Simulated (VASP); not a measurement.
# CaPb4 (I4_1/amd) in VASP: single point with r2SCAN

Aim: the single point of CaPb4 with r2SCAN.

Program: VASP 6.6.1. These are calculated values, not measurements. Logs are shortened: lines on timing, memory, paths and dates and some standing lists are left out, and cuts for length are marked.

### Step 1. The cell of the first run

Symmetry: I4_1/amd, No. 141, tetragonal system. Conventional cell: a = 8.785 Å, b = 8.785 Å, c = 7.728 Å, α = 90.00°, β = 90.00°, γ = 90.00°. Within 3.7 Å of Pb (site symmetry m) lie 2 Ca at 2.81 to 3.00 Å and 4 Pb at 3.28 to 3.55 Å. Ca (site symmetry -4m2) has 8 Pb at 2.81 to 3.00 Å within 3.7 Å.

### Step 2. Single point, r2SCAN

Input file POSCAR:

```
CaPb4
1.0
   -4.3923570000      4.3923570000      3.8638870000
    4.3923570000     -4.3923570000      3.8638870000
    4.3923570000      4.3923570000     -3.8638870000
Pb Ca
8 2
Direct
    0.3625000000      0.7992000000      0.5633000000
    0.7992000000      0.7359000000      0.4367000000
    0.7359000000      0.7992000000      0.9367000000
    0.7992000000      0.3625000000      0.0633000000
    0.6375000000      0.2008000000      0.4367000000
    0.2008000000      0.6375000000      0.9367000000
    0.2641000000      0.2008000000      0.0633000000
    0.2008000000      0.2641000000      0.5633000000
    0.8750000000      0.1250000000      0.7500000000
    0.1250000000      0.8750000000      0.2500000000
```

Input file INCAR.step1:

```
  PREC = Accurate
  ENCUT = 520
  ISMEAR = 0
  SIGMA = 0.2724
  LREAL = False
  LASPH = True
  NELM = 100
  NBANDS = 77
  GGA = PE
  ALGO = Normal
  EDIFF = 1E-4
  LWAVE = True
  LCHARG = False
```

Input file INCAR.step2:

```
  PREC = Accurate
  ENCUT = 520
  EDIFF = 1E-6
  ISMEAR = 0
  SIGMA = 0.2724
  LREAL = False
  LASPH = True
  NELM = 100
  ALGO = Normal
  ISIF = 2
  LWAVE = False
  LCHARG = False
  METAGGA = R2SCAN
  LMIXTAU = True
  NBANDS = 77
  ISTART = 1
```

Input file KPOINTS:

```
Automatic mesh
0
Gamma
  3 3 3
```

Potentials or basis: VASP PAW PBE potentials, release 64 (Pb_d, Ca_sv).

The run is started by

```bash
cat potpaw_PBE.64/Pb_d/POTCAR potpaw_PBE.64/Ca_sv/POTCAR > POTCAR
cp INCAR.step1 INCAR
mpirun -np 1 vasp_std > vasp.out
cp INCAR.step2 INCAR
mpirun -np 1 vasp_std > vasp.out
```

OUTCAR:

```text
PREC = Accurate
   ENCUT = 520
   EDIFF = 1E-6
   ISMEAR = 0
   LREAL = False
   LASPH = True
   NELM = 100
   ISIF = 2
   METAGGA = R2SCAN
   ISTART = 1

 ion  position               nearest neighbor table
   1  0.362  0.799  0.563-  10 2.81   9 3.00   3 3.28   5 3.30   6 3.55   8 3.55   4 3.74   4 3.74
                             2 3.74   2 3.74   6 4.06   8 4.06
   2  0.799  0.736  0.437-   9 2.81  10 3.00   4 3.28   8 3.30   5 3.55   7 3.55   3 3.74   3 3.74
                             1 3.74   1 3.74   5 4.06   7 4.06
   3  0.736  0.799  0.937-  10 2.81   9 3.00   1 3.28   7 3.30   6 3.55   8 3.55   2 3.74   2 3.74
                             4 3.74   4 3.74   6 4.06   8 4.06
   4  0.799  0.362  0.063-   9 2.81  10 3.00   2 3.28   6 3.30   5 3.55   7 3.55   1 3.74   1 3.74
                             3 3.74   3 3.74   5 4.06   7 4.06
   5  0.638  0.201  0.437-   9 2.81  10 3.00   7 3.28   1 3.30   4 3.55   2 3.55   6 3.74   6 3.74
                             8 3.74   8 3.74   4 4.06   2 4.06
   6  0.201  0.638  0.937-  10 2.81   9 3.00   8 3.28   4 3.30   3 3.55   1 3.55   5 3.74   5 3.74
                             7 3.74   7 3.74   1 4.06   3 4.06
   7  0.264  0.201  0.063-   9 2.81  10 3.00   5 3.28   3 3.30   2 3.55   4 3.55   8 3.74   8 3.74
                             6 3.74   6 3.74   2 4.06   4 4.06
   8  0.201  0.264  0.563-  10 2.81   9 3.00   6 3.28   2 3.30   3 3.55   1 3.55   7 3.74   7 3.74
                             5 3.74   5 3.74   3 4.06   1 4.06
   9  0.875  0.125  0.750-   4 2.81   5 2.81   2 2.81   7 2.81   3 3.00   6 3.00   8 3.00   1 3.00

  10  0.125  0.875  0.250-   1 2.81   6 2.81   3 2.81   8 2.81   2 3.00   7 3.00   5 3.00   4 3.00

  LATTYP: Found a body centered tetragonal cell.
 ALAT       =     8.7847140000
 C/A-ratio  =     0.8796841878

  Lattice vectors:

 A1 = (  -4.3923570000,   4.3923570000,   3.8638870000)
 A2 = (   4.3923570000,  -4.3923570000,   3.8638870000)
 A3 = (   4.3923570000,   4.3923570000,  -3.8638870000)

Analysis of symmetry for initial positions (statically):
=====================================================================
 Subroutine PRICEL returns:
 Original cell was already a primitive cell.

 Routine SETGRP: Setting up the symmetry group for a
 body centered tetragonal supercell.

 Subroutine GETGRP returns: Found 16 space group operations
 (whereof  4 operations were pure point group operations)
 out of a pool of 16 trial point group operations.

The static configuration has the point symmetry C_2h.
 The point group associated with its full space group is D_4h.

Analysis of symmetry for dynamics (positions and initial velocities):
=====================================================================
 Subroutine PRICEL returns:
 Original cell was already a primitive cell.

 Routine SETGRP: Setting up the symmetry group for a
 body centered tetragonal supercell.

 Subroutine GETGRP returns: Found 16 space group operations
 (whereof  4 operations were pure point group operations)
 out of a pool of 16 trial point group operations.

The dynamic configuration has the point symmetry C_2h.
 The point group associated with its full space group is D_4h.

 Subroutine INISYM returns: Found 16 space group operations
 (whereof  4 operations are pure point group operations),
 and found     1 'primitive' translations

----------------------------------------------------------------------------------------

                                     Primitive cell

  volume of cell :     298.1808

  direct lattice vectors                    reciprocal lattice vectors
    -4.392357000  4.392357000  3.863887000     0.000000000  0.113834099  0.129403370
     4.392357000 -4.392357000  3.863887000     0.113834099  0.000000000  0.129403370
     4.392357000  4.392357000 -3.863887000     0.113834099  0.113834099  0.000000000

  length of vectors
     7.315409953  7.315409953  7.315409953     0.172346843  0.172346843  0.160985726

  position of ions in fractional coordinates (direct lattice)
     0.362500000  0.799200000  0.563300000
     0.799200000  0.735900000  0.436700000
     0.735900000  0.799200000  0.936700000
     0.799200000  0.362500000  0.063300000
     0.637500000  0.200800000  0.436700000
     0.200800000  0.637500000  0.936700000
     0.264100000  0.200800000  0.063300000
     0.200800000  0.264100000  0.563300000
     0.875000000  0.125000000  0.750000000
     0.125000000  0.875000000  0.250000000

  ion indices of the primitive-cell ions
   primitive index   ion index
                 1           1
                 2           2
                 3           3
                 4           4
                 5           5
                 6           6
                 7           7
                 8           8
                 9           9
                10          10

----------------------------------------------------------------------------------------

 KPOINTS: Automatic mesh

Automatic generation of k-mesh.
 Grid dimensions read from file:
 generate k-points for:    3    3    3

 Generating k-lattice:

  Cartesian coordinates                     Fractional coordinates (reciprocal lattice)
     0.000000000  0.037944700  0.043134457     0.333333333  0.000000000  0.000000000
     0.037944700  0.000000000  0.043134457     0.000000000  0.333333333  0.000000000
     0.037944700  0.037944700  0.000000000     0.000000000  0.000000000  0.333333333

  Length of vectors
     0.057448948  0.057448948  0.053661909

  Shift w.r.t. Gamma in fractional coordinates (k-lattice)
     0.000000000  0.000000000  0.000000000

 Subroutine IBZKPT returns following result:
 ===========================================

 Found      6 irreducible k-points:

 Following reciprocal coordinates:
            Coordinates               Weight
  0.000000  0.000000  0.000000      1.000000
  0.333333  0.000000  0.000000      8.000000
  0.333333  0.333333  0.000000      8.000000
 -0.333333  0.333333  0.000000      4.000000
 -0.333333  0.333333  0.333333      4.000000
 -0.333333 -0.333333  0.333333      2.000000
   k-points           NKPTS =      6   k-points in BZ     NKDIM =      6   number of bands    NBANDS=     77
   number of dos      NEDOS =    301   number of ions     NIONS =     10
   total plane-waves  NPLWV = 157464
   dimension x,y,z NGX =    54 NGY =   54 NGZ =   54
   dimension x,y,z NGXF=   108 NGYF=  108 NGZF=  108
   ions per type =               8   2
   NGX,Y,Z   is equivalent  to a cutoff of  12.27, 12.27, 12.27 a.u.
   NGXF,Y,Z  is equivalent  to a cutoff of  24.54, 24.54, 24.54 a.u.
 SYSTEM =  unknown system
   PREC   = accura    normal or accurate (medium, high low for compatibility)
   ISTART =      1    job   : 0-new  1-cont  2-samecut
   ICHARG =      0    charge: 1-file 2-atom 10-const
   ISPIN  =      1    spin polarized calculation?
   LNONCOLLINEAR =      F non collinear calculations
   LSORBIT =      F    spin-orbit coupling
   LASPH  =      T    aspherical Exc in radial PAW
   ENCUT  =  520.0 eV  38.22 Ry    6.18 a.u.  13.60 13.60 13.60*2*pi/ulx,y,z
   NELM   =    100;   NELMIN=  2; NELMDL=  0     # of ELM steps
   EDIFF  = 0.1E-05   stopping-criterion for ELM
   LREAL  =      F    real-space projection
   EDIFFG = 0.1E-04   stopping-criterion for IOM
   NSW    =      0    number of steps for IOM
   IBRION =     -1    ionic relax: 0-MD 1-quasi-New 2-CG
   NFREE  =      0    steps in history (QN), initial steepest desc. (CG)
   ISIF   =      2    stress and relaxation
   ISYM   =      2    0-nonsym 1-usesym 2-fastsym
   POTIM  = 0.5000    time-step for ionic-motion
   TEBEG  =    0.0;   TEEND  =   0.0 temperature during run
   PSTRESS=    0.0 pullay stress
   NELECT =     132.0000    total number of electrons
   NUPDOWN=      -1.0000    fix difference up-down
   EMIN   =  10.00;   EMAX   =-10.00  energy-range for DOS
   EFERMI =   0.00;   METHOD = LEGACY
   ISMEAR =     0;   SIGMA  =   0.27  broadening in eV -4-tet -1-fermi 0-gaus
   EFERMI_NEDOS =   21; number of points for ismear=-14 and -15
   IALGO  =     38    algorithm
   IMIX   =      4    mixing-type and parameters
     AMIX     =   0.40;   BMIX     =  1.00
     AMIX_MAG =   1.60;   BMIX_MAG =  1.00
  volume/ion in A,a.u.               =      29.82       201.22
  Fermi-wavevector in a.u.,A,eV,Ry     =   1.247689  2.357790 21.180559  1.556727
  Thomas-Fermi vector in A             =   2.381809
   LORBIT       =      0    0 simple, 1 ext, 2 COOP (PROOUT), +10 PAW based schemes
   METAGGA = R2SCAN    functional components
   LHFCALC =     F    Hartree Fock is set to
   AEXX    =    0.0000 exact exchange contribution
   IVDW    =     0    specifies the selected vdW correction
   LEPSILON=     F    determine dielectric tensor
   LRPA    =     F    only Hartree local field effects (RPA)
 non-spin polarized calculation
 Gauss-broadening in eV      SIGMA  =   0.27
  energy-cutoff  :      520.00
  volume of cell :      298.18
 maximum number of plane-waves:      8083
 NGX is ok and might be reduce to    54
   NGX = 27   NGY = 27   NGZ = 27

 number of electron     132.0000012 magnetization

 Free energy of the ion-electron system (eV)
  ---------------------------------------------------
  ext. energy  EPLUGINS =         0.00000000
  ---------------------------------------------------
  free energy    TOTEN  =      -461.25870801 eV

  energy without entropy =     -461.07393945  energy(sigma->0) =     -461.16632373

 E-fermi :   6.3575     XC(G=0): -10.5589

 val. band max:        6.3480438455   @ k =   0.3333   0.3333   0.0000
 cond. band min:       6.5520985627   @ k =   0.3333   0.3333   0.0000
 fundamental gap:      0.2040547172
 Fermi energy:         6.3574732510

 k-point     1 :       0.0000    0.0000    0.0000
  band No.  band energies     occupation
      1     -36.1042      2.00000
      2     -36.1029      2.00000
      3     -16.5311      2.00000
      4     -16.5311      2.00000
      5     -16.5237      2.00000
      6     -16.5237      2.00000
[... 69 lines left out ...]
     76       9.3618      0.00000
     77      10.3473      0.00000
[... 398 lines left out ...]
     76       8.9879      0.00000
     77       8.9879      0.00000

------------------------ aborting loop because EDIFF is reached ----------------------------------------

  FORCE on cell =-STRESS in cart. coord.  units (eV):
  Direction    XX          YY          ZZ          XY          YZ          ZX
  --------------------------------------------------------------------------------------
  -------------------------------------------------------------------------------------
  Total       13.4733359     13.4733359     15.0940632      0.0000000      0.0000000     -0.0000000
  in kB       72.3945794     72.3945794     81.1030292      0.0000000      0.0000000     -0.0000000
  external PRESSURE =      75.2973960 kB  Pullay stress =       0.0000000 kB

 VOLUME and BASIS-vectors are now :
 -----------------------------------------------------------------------------
  energy-cutoff  :      520.00
  volume of cell :      298.18
      direct lattice vectors                 reciprocal lattice vectors
    -4.392357000  4.392357000  3.863887000     0.000000000  0.113834099  0.129403370
     4.392357000 -4.392357000  3.863887000     0.113834099  0.000000000  0.129403370
     4.392357000  4.392357000 -3.863887000     0.113834099  0.113834099  0.000000000

 POSITION                                       TOTAL-FORCE (eV/Angst)
 -----------------------------------------------------------------------------------
      4.39236      0.55607      2.31215         0.000000      1.232419     -1.225508
      1.64011      2.19618      4.24409        -1.232419      0.000000     -1.225508
      4.39236      3.83628      2.31215         0.000000     -1.232419     -1.225508
     -1.64011      2.19618      4.24409         1.232419      0.000000     -1.225508
      0.00000      3.83628      1.55174        -0.000000     -1.232419      1.225508
      6.03246      2.19618     -0.38021        -1.232419     -0.000000      1.225508
      0.00000      0.55607      1.55174        -0.000000      1.232419      1.225508
      2.75225      2.19618     -0.38021         1.232419     -0.000000      1.225508
      0.00000      6.58854      0.96597         0.000000      0.000000      0.000000
      4.39236     -2.19618      2.89792         0.000000     -0.000000      0.000000
 -----------------------------------------------------------------------------------
    total drift:                                0.000000      0.000000     -0.000000

  FREE ENERGIE OF THE ION-ELECTRON SYSTEM (eV)
  ---------------------------------------------------
  free  energy   TOTEN  =      -461.2587080135 eV

  energy  without entropy=     -461.0739394478  energy(sigma->0) =     -461.16632373
```

Wall time 7 min (1 thread of Intel Xeon Platinum 8488C (Sapphire Rapids), shared host); peak memory 0.46 GiB.

Results:

```
Free energy            : -461.2587 eV
Pressure               : 7.5 GPa
Largest force          : 1.738 eV/Å
Band gap on the k mesh : zero (band 66 reaches 6.73 eV, above the bottom of band 67 at 6.35 eV)
```

Forces in eV/Å, atoms in the order of the input:
```
Pb   0.000  1.232 -1.226
Pb  -1.232  0.000 -1.226
Pb   0.000 -1.232 -1.226
Pb   1.232  0.000 -1.226
Pb   0.000 -1.232  1.226
Pb  -1.232  0.000  1.226
Pb   0.000  1.232  1.226
Pb   1.232  0.000  1.226
Ca   0.000  0.000  0.000
Ca   0.000  0.000  0.000
```

Levels at points of the mesh, in eV from the Fermi level:
```csv
k point,band 63,band 64,band 65,band 66,band 67,band 68,band 69,band 70
"(0.00, 0.00, 0.00)",-0.91,-0.91,-0.09,0.37,0.39,0.57,2.00,2.00
```

Caveat: the k points lie up to 0.36 Å⁻¹ apart; the PAW data sets were made with another functional, which shifts forces and pressure a little; spin-orbit coupling is left out, which moves the levels of the heavy elements.
